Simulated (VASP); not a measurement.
# TeRu (F-43m) in VASP: notebook

TeRu is run at these levels: LDA+U; tasks: single point.

Program: VASP 6.6.1. These are calculated values, not measurements. Logs are shortened: lines on timing, memory, paths and dates and some standing lists are left out, and cuts for length are marked.

## 1. The cell of the first run

It takes space group F-43m (No. 216, cubic). The conventional cell has a = 6.228 Å, b = 6.228 Å, c = 6.228 Å, α = 90.00°, β = 90.00°, γ = 90.00°. Ru (site symmetry -43m) has 4 Te at 2.70 Å within 3.6 Å. Within 3.6 Å of Te (site symmetry -43m) lie 4 Ru at 2.70 Å.

## 2. Single point, LDA+U, collinear spin, ferromagnetic start

INCAR

```
PREC = Accurate
ENCUT = 520
EDIFF = 1E-6
ISMEAR = 0
SIGMA = 0.05
LREAL = False
LASPH = True
NELM = 150
ALGO = Normal
ISIF = 2
LWAVE = False
LCHARG = True
ISPIN = 2
MAGMOM = 4 0
LORBIT = 11
LMAXMIX = 4
LDAU = True
LDAUTYPE = 2
LDAUL = 2 -1
LDAUU = 6 0
LDAUJ = 0 0
LDAUPRINT = 1
LELF = True
LVHAR = True
NBANDS = 21
```

KPOINTS

```
Automatic mesh
0
Gamma
  5 5 5
```

POSCAR

```
TeRu
1.0
    0.0000000000      3.1139297200      3.1139297200
    3.1139297200      0.0000000000      3.1139297200
    3.1139297200      3.1139297200      0.0000000000
Ru Te
1 1
Direct
    0.0000000000      0.0000000000      0.0000000000
    0.2500000000      0.2500000000      0.2500000000
```

Potentials or basis: VASP PAW LDA potentials, release 64 (Ru_pv, Te).

Run with:

```bash
cat potpaw_LDA.64/Ru_pv/POTCAR potpaw_LDA.64/Te/POTCAR > POTCAR
mpirun -np 1 vasp_std > vasp.out
```

OUTCAR:

```text
PREC = Accurate
   ENCUT = 520
   EDIFF = 1E-6
   ISMEAR = 0
   LREAL = False
   LASPH = True
   NELM = 150
   ISIF = 2
   ISPIN = 2
   LORBIT = 11

 ion  position               nearest neighbor table
   1  0.000  0.000  0.000-   2 2.70   2 2.70   2 2.70   2 2.70
   2  0.250  0.250  0.250-   1 2.70   1 2.70   1 2.70   1 2.70

  LATTYP: Found a face centered cubic cell.
 ALAT       =     6.2278594400

  Lattice vectors:

 A1 = (   0.0000000000,   3.1139297200,   3.1139297200)
 A2 = (   3.1139297200,   0.0000000000,   3.1139297200)
 A3 = (   3.1139297200,   3.1139297200,   0.0000000000)

Analysis of symmetry for initial positions (statically):
=====================================================================
 Subroutine PRICEL returns:
 Original cell was already a primitive cell.

 Routine SETGRP: Setting up the symmetry group for a
 face centered cubic supercell.

 Subroutine GETGRP returns: Found 24 space group operations
 (whereof 24 operations were pure point group operations)
 out of a pool of 48 trial point group operations.

The static configuration has the point symmetry T_d .

Analysis of symmetry for dynamics (positions and initial velocities):
=====================================================================
 Subroutine PRICEL returns:
 Original cell was already a primitive cell.

 Routine SETGRP: Setting up the symmetry group for a
 face centered cubic supercell.

 Subroutine GETGRP returns: Found 24 space group operations
 (whereof 24 operations were pure point group operations)
 out of a pool of 48 trial point group operations.

The dynamic configuration has the point symmetry T_d .

Analysis of structural, dynamic, and magnetic symmetry:
=====================================================================
 Subroutine PRICEL returns:
 Original cell was already a primitive cell.

 Routine SETGRP: Setting up the symmetry group for a
 face centered cubic supercell.

 Subroutine GETGRP returns: Found 24 space group operations
 (whereof 24 operations were pure point group operations)
 out of a pool of 48 trial point group operations.

The overall configuration has the point symmetry T_d .

 Subroutine INISYM returns: Found 24 space group operations
 (whereof 24 operations are pure point group operations),
 and found     1 'primitive' translations

----------------------------------------------------------------------------------------

                                     Primitive cell

  volume of cell :      60.3888

  direct lattice vectors                    reciprocal lattice vectors
     0.000000000  3.113929720  3.113929720    -0.160568813  0.160568813  0.160568813
     3.113929720  0.000000000  3.113929720     0.160568813 -0.160568813  0.160568813
     3.113929720  3.113929720  0.000000000     0.160568813  0.160568813 -0.160568813

  length of vectors
     4.403761642  4.403761642  4.403761642     0.278113343  0.278113343  0.278113343

  position of ions in fractional coordinates (direct lattice)
     0.000000000  0.000000000  0.000000000
     0.250000000  0.250000000  0.250000000

  ion indices of the primitive-cell ions
   primitive index   ion index
                 1           1
                 2           2

----------------------------------------------------------------------------------------

 KPOINTS: Automatic mesh

Automatic generation of k-mesh.
 Grid dimensions read from file:
 generate k-points for:    5    5    5

 Generating k-lattice:

  Cartesian coordinates                     Fractional coordinates (reciprocal lattice)
    -0.032113763  0.032113763  0.032113763     0.200000000  0.000000000  0.000000000
     0.032113763 -0.032113763  0.032113763     0.000000000  0.200000000  0.000000000
     0.032113763  0.032113763 -0.032113763     0.000000000  0.000000000  0.200000000

  Length of vectors
     0.055622669  0.055622669  0.055622669

  Shift w.r.t. Gamma in fractional coordinates (k-lattice)
     0.000000000  0.000000000  0.000000000

 Subroutine IBZKPT returns following result:
 ===========================================

 Found     10 irreducible k-points:

 Following reciprocal coordinates:
            Coordinates               Weight
  0.000000  0.000000  0.000000      1.000000
  0.200000  0.000000  0.000000      8.000000
  0.400000  0.000000  0.000000      8.000000
  0.200000  0.200000  0.000000      6.000000
  0.400000  0.200000  0.000000     24.000000
 -0.400000  0.200000  0.000000     24.000000
 -0.200000  0.200000  0.000000     12.000000
  0.400000  0.400000  0.000000      6.000000
 -0.400000  0.400000  0.000000     12.000000
 -0.400000  0.400000  0.200000     24.000000
   k-points           NKPTS =     10   k-points in BZ     NKDIM =     10   number of bands    NBANDS=     21
   number of dos      NEDOS =    301   number of ions     NIONS =      2
   total plane-waves  NPLWV =  46656
   dimension x,y,z NGX =    36 NGY =   36 NGZ =   36
   dimension x,y,z NGXF=    72 NGYF=   72 NGZF=   72
   ions per type =               1   1
   NGX,Y,Z   is equivalent  to a cutoff of  13.59, 13.59, 13.59 a.u.
   NGXF,Y,Z  is equivalent  to a cutoff of  27.18, 27.18, 27.18 a.u.
 SYSTEM =  unknown system
   PREC   = accura    normal or accurate (medium, high low for compatibility)
   ISTART =      0    job   : 0-new  1-cont  2-samecut
   ICHARG =      2    charge: 1-file 2-atom 10-const
   ISPIN  =      2    spin polarized calculation?
   LNONCOLLINEAR =      F non collinear calculations
   LSORBIT =      F    spin-orbit coupling
   LASPH  =      T    aspherical Exc in radial PAW
   ENCUT  =  520.0 eV  38.22 Ry    6.18 a.u.   8.19  8.19  8.19*2*pi/ulx,y,z
   NELM   =    150;   NELMIN=  2; NELMDL= -5     # of ELM steps
   EDIFF  = 0.1E-05   stopping-criterion for ELM
   LREAL  =      F    real-space projection
   EDIFFG = 0.1E-04   stopping-criterion for IOM
   NSW    =      0    number of steps for IOM
   IBRION =     -1    ionic relax: 0-MD 1-quasi-New 2-CG
   NFREE  =      0    steps in history (QN), initial steepest desc. (CG)
   ISIF   =      2    stress and relaxation
   ISYM   =      2    0-nonsym 1-usesym 2-fastsym
   POTIM  = 0.5000    time-step for ionic-motion
   TEBEG  =    0.0;   TEEND  =   0.0 temperature during run
   PSTRESS=    0.0 pullay stress
   NELECT =      20.0000    total number of electrons
   NUPDOWN=      -1.0000    fix difference up-down
   EMIN   =  10.00;   EMAX   =-10.00  energy-range for DOS
   EFERMI =   0.00;   METHOD = LEGACY
   ISMEAR =     0;   SIGMA  =   0.05  broadening in eV -4-tet -1-fermi 0-gaus
   EFERMI_NEDOS =   21; number of points for ismear=-14 and -15
   IALGO  =     38    algorithm
   IMIX   =      4    mixing-type and parameters
     AMIX     =   0.40;   BMIX     =  1.00
     AMIX_MAG =   1.60;   BMIX_MAG =  1.00
  volume/ion in A,a.u.               =      30.19       203.76
  Fermi-wavevector in a.u.,A,eV,Ry     =   1.132659  2.140416 17.455152  1.282917
  Thomas-Fermi vector in A             =   2.269361
   LORBIT       =     11    0 simple, 1 ext, 2 COOP (PROOUT), +10 PAW based schemes
 LDA+U is selected, type is set to LDAUTYPE =  2
   angular momentum for each species LDAUL =     2   -1
   U (eV)           for each species LDAUU =   6.0  0.0
   J (eV)           for each species LDAUJ =   0.0  0.0
   GGA     = CA    functional components
   LHFCALC =     F    Hartree Fock is set to
   AEXX    =    0.0000 exact exchange contribution
   IVDW    =     0    specifies the selected vdW correction
   LEPSILON=     F    determine dielectric tensor
   LRPA    =     F    only Hartree local field effects (RPA)
 spin polarized calculation
 Gauss-broadening in eV      SIGMA  =   0.05
  energy-cutoff  :      520.00
  volume of cell :       60.39
 maximum number of plane-waves:      1642
 NGX is ok and might be reduce to    36
   NGX = 17   NGY = 17   NGZ = 17

atom =   1  type =  1  l = 2

 onsite density matrix

spin component  1

  0.8649 -0.0000  0.0000  0.0000  0.0000
 -0.0000  0.8649  0.0000  0.0000  0.0000
  0.0000  0.0000  0.8859 -0.0000 -0.0000
  0.0000  0.0000 -0.0000  0.8649  0.0000
  0.0000  0.0000 -0.0000  0.0000  0.8859

spin component  2

  0.3404  0.0000  0.0000  0.0000 -0.0000
  0.0000  0.3404 -0.0000  0.0000  0.0000
  0.0000 -0.0000  0.2953 -0.0000  0.0000
  0.0000  0.0000 -0.0000  0.3404 -0.0000
 -0.0000  0.0000  0.0000 -0.0000  0.2953

 occupancies and eigenvectors

  o =  0.2953  v =  0.0000  0.0000  0.0000  0.0000  0.0000  0.0000 -0.0000  0.9837 -0.0000 -0.1798      0.0000  0.0000  0.0000  0.0000  0.0000  0.0000  0.0000  0.0000  0.0000  0.0000
  o =  0.2953  v =  0.0000  0.0000  0.0000  0.0000  0.0000  0.0000  0.0000  0.1798  0.0000  0.9837      0.0000  0.0000  0.0000  0.0000  0.0000  0.0000  0.0000  0.0000  0.0000  0.0000
  o =  0.3404  v =  0.0000  0.0000  0.0000  0.0000  0.0000  0.0000 -0.0478  0.0000 -0.9989  0.0000      0.0000  0.0000  0.0000  0.0000  0.0000  0.0000  0.0000  0.0000  0.0000  0.0000
  o =  0.3404  v =  0.0000  0.0000  0.0000  0.0000  0.0000  1.0000  0.0000  0.0000  0.0000  0.0000      0.0000  0.0000  0.0000  0.0000  0.0000  0.0000  0.0000  0.0000  0.0000  0.0000
  o =  0.3404  v =  0.0000  0.0000  0.0000  0.0000  0.0000  0.0000  0.9989  0.0000 -0.0478 -0.0000      0.0000  0.0000  0.0000  0.0000  0.0000  0.0000  0.0000  0.0000  0.0000  0.0000
  o =  0.8649  v =  1.0000  0.0000  0.0000  0.0000  0.0000  0.0000  0.0000  0.0000  0.0000  0.0000      0.0000  0.0000  0.0000  0.0000  0.0000  0.0000  0.0000  0.0000  0.0000  0.0000
  o =  0.8649  v =  0.0000  0.6590 -0.0000 -0.7521 -0.0000  0.0000  0.0000  0.0000  0.0000  0.0000      0.0000  0.0000  0.0000  0.0000  0.0000  0.0000  0.0000  0.0000  0.0000  0.0000
  o =  0.8649  v =  0.0000 -0.7521 -0.0000 -0.6590  0.0000  0.0000  0.0000  0.0000  0.0000  0.0000      0.0000  0.0000  0.0000  0.0000  0.0000  0.0000  0.0000  0.0000  0.0000  0.0000
  o =  0.8859  v =  0.0000 -0.0000  0.1473  0.0000 -0.9891  0.0000  0.0000  0.0000  0.0000  0.0000      0.0000  0.0000  0.0000  0.0000  0.0000  0.0000  0.0000  0.0000  0.0000  0.0000
  o =  0.8859  v =  0.0000  0.0000  0.9891 -0.0000  0.1473  0.0000  0.0000  0.0000  0.0000  0.0000      0.0000  0.0000  0.0000  0.0000  0.0000  0.0000  0.0000  0.0000  0.0000  0.0000

 number of electron      20.0000002 magnetization       3.0967116

 Free energy of the ion-electron system (eV)
  ---------------------------------------------------
  ext. energy  EPLUGINS =         0.00000000
  ---------------------------------------------------
  free energy    TOTEN  =        -6.35818396 eV

  energy without entropy =       -6.35288319  energy(sigma->0) =       -6.35553358

 E-fermi :   5.1881     XC(G=0):  -9.6094

 val. band max:        5.1803722939   @ k =   0.0000   0.0000   0.0000
 cond. band min:       5.2045511222   @ k =   0.4000   0.0000   0.0000
 fundamental gap:      0.0241788283
 Fermi energy:         5.1881113641

 spin component 1

 k-point     1 :       0.0000    0.0000    0.0000
  band No.  band energies     occupation
      1     -38.3954      1.00000
      2     -38.3954      1.00000
      3     -38.3954      1.00000
      4      -6.9245      1.00000
      5      -0.5748      1.00000
      6      -0.5748      1.00000
[... 213 lines left out ...]
      4      -6.2568      1.00000
      5      -0.4140      1.00000
      6      -0.0817      1.00000
[... 13 lines left out ...]
     20      17.4524      0.00000
     21      18.6126      0.00000
 Fermi energy:         5.1881113641

 spin component 2

 k-point     1 :       0.0000    0.0000    0.0000
  band No.  band energies     occupation
      1     -36.5182      1.00000
      2     -36.5182      1.00000
      3     -36.5182      1.00000
      4      -6.7759      1.00000
      5       2.0661      1.00000
      6       2.0661      1.00000
[... 214 lines left out ...]
      5       1.0970      1.00000
      6       1.7400      1.00000
[... 13 lines left out ...]
     20      17.7375      0.00000
     21      19.1245      0.00000

------------------------ aborting loop because EDIFF is reached ----------------------------------------

  FORCE on cell =-STRESS in cart. coord.  units (eV):
  Direction    XX          YY          ZZ          XY          YZ          ZX
  --------------------------------------------------------------------------------------
  -------------------------------------------------------------------------------------
  Total       -1.3349817     -1.3349817     -1.3349817     -0.0000000      0.0000000     -0.0000000
  in kB      -35.4184454    -35.4184454    -35.4184454     -0.0000000      0.0000000     -0.0000000
  external PRESSURE =     -35.4184454 kB  Pullay stress =       0.0000000 kB

 VOLUME and BASIS-vectors are now :
 -----------------------------------------------------------------------------
  energy-cutoff  :      520.00
  volume of cell :       60.39
      direct lattice vectors                 reciprocal lattice vectors
     0.000000000  3.113929720  3.113929720    -0.160568813  0.160568813  0.160568813
     3.113929720  0.000000000  3.113929720     0.160568813 -0.160568813  0.160568813
     3.113929720  3.113929720  0.000000000     0.160568813  0.160568813 -0.160568813

 POSITION                                       TOTAL-FORCE (eV/Angst)
 -----------------------------------------------------------------------------------
      0.00000      0.00000      0.00000        -0.000000     -0.000000      0.000000
      1.55696      1.55696      1.55696         0.000000      0.000000     -0.000000
 -----------------------------------------------------------------------------------
    total drift:                               -0.000000     -0.000000     -0.000000

  FREE ENERGIE OF THE ION-ELECTRON SYSTEM (eV)
  ---------------------------------------------------
  free  energy   TOTEN  =        -6.3581839610 eV

  energy  without entropy=       -6.3528831933  energy(sigma->0) =       -6.35553358

 total charge

# of ion       s       p       d       tot
------------------------------------------
    1        0.295   6.150   5.936  12.382
    2        1.358   2.004   0.069   3.431
--------------------------------------------------
tot          1.653   8.154   6.005  15.813

 magnetization (x)

# of ion       s       p       d       tot
------------------------------------------
    1        0.042   0.049   2.743   2.833
    2        0.021   0.022  -0.005   0.038
--------------------------------------------------
tot          0.063   0.071   2.737   2.871
```

Run time: 31 s. Hardware: 1 thread of Intel Xeon Platinum 8375C at 2.90GHz (Ice Lake), shared host; peak memory 0.19 GiB.

What came out:

| Quantity | Value |
| --- | --- |
| Free energy | -6.3582 eV |
| Pressure | -3.5 GPa |
| Net moment | 3.10 μB per cell |
| Site moments | Ru +2.83; Te +0.04 μB |
| Valence electrons inside the program's atomic spheres | Ru 12.38; Te 3.43 |

Eigenvalues of the final occupation matrices:
```csv
site,spin,trace,eigenvalues
site 1 d,1,4.37,0.86 0.86 0.86 0.89 0.89
site 1 d,2,1.61,0.30 0.30 0.34 0.34 0.34
```

Caveat: spin-orbit coupling is left out, which moves the levels of the heavy elements; the U is typed as a test and isn't derived for this compound.

[end of part 1 of 2]
